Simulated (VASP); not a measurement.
**Cu: relaxation of cell and atoms with LDA**

Crystal: Cu.

```
Cu
1.0
     0.00000    1.81487    1.81487
     1.81487    0.00000    1.81487
     1.81487    1.81487    0.00000
Cu
1
Cartesian
  0.0000 0.0000 0.0000
```

```json
{
 "Program": "VASP 6.6.1",
 "Task": "relaxation of cell and atoms",
 "Functional": "LDA",
 "Potentials or basis": "VASP PAW LDA potentials, release 64 (Cu)",
 "Cutoff": "600 eV",
 "k mesh": "20 × 20 × 20",
 "Occupations": "gaussian, width 0.1 eV",
 "Spin": "no spin polarisation",
 "Dipole correction": "no",
 "Further INCAR settings": "ALGO = Fast; EDIFF = 1e-06; IBRION = 2; EDIFFG = -0.005; NSW = 70; ISIF = 3"
}
```

| Quantity | Value |
| --- | --- |
| Relaxed volume | 10.95 Å³/atom |
| Relaxed cell | a = 2.492 Å, b = 2.492 Å, c = 2.492 Å, α = 60.00°, β = 60.00°, γ = 60.00° |
| Space group after relaxing (to 0.1 Å) | Fm-3m (No. 225) |
| Energy gained by relaxing | 45.6 meV/atom |
| Ionic steps | 6 |
| Pressure after relaxing | -0.1 GPa |
| Band gap on the k mesh | zero (an odd number of electrons rules out a gap without spin polarisation) |

Step by step:
```tsv
step	energy change (eV)	largest force (eV/Å)	pressure (GPa)	volume (Å³)
1	0.0000	0.0000	-12.96	11.96
2	-0.0260	0.0000	11.75	10.36
3	-0.0456	0.0000	-0.32	10.94
4	-0.0456	0.0000	1.00	10.92
5	-0.0453	0.0000	-1.58	11.02
6	-0.0456	0.0000	-0.06	10.95
```

Final structure:
```
Cu
1.0
     0.00000    1.76228    1.76228
     1.76228    0.00000    1.76228
     1.76228    1.76228    0.00000
Cu
1
Cartesian
  0.0000 0.0000 0.0000
```

Levels at points of the mesh, in eV from the Fermi level:
```csv
k point,band 4,band 5,band 6,band 7,band 8,band 9
"(0.00, 0.00, 0.00)",-3.29,-2.35,-2.35,23.31,26.38,26.38
"(0.50, 0.00, 0.00)",-1.71,-1.71,-1.18,4.15,21.79,23.14
"(0.50, 0.50, 0.00)",-1.55,-1.55,1.46,7.69,13.63,13.63
```

Run time: 3.5 min on 1 thread of Intel Xeon 8259CL (shared host), peak memory 0.18 GiB.

LDA usually gives volumes a few per cent too small. Zero-point motion and thermal expansion aren't in these numbers.
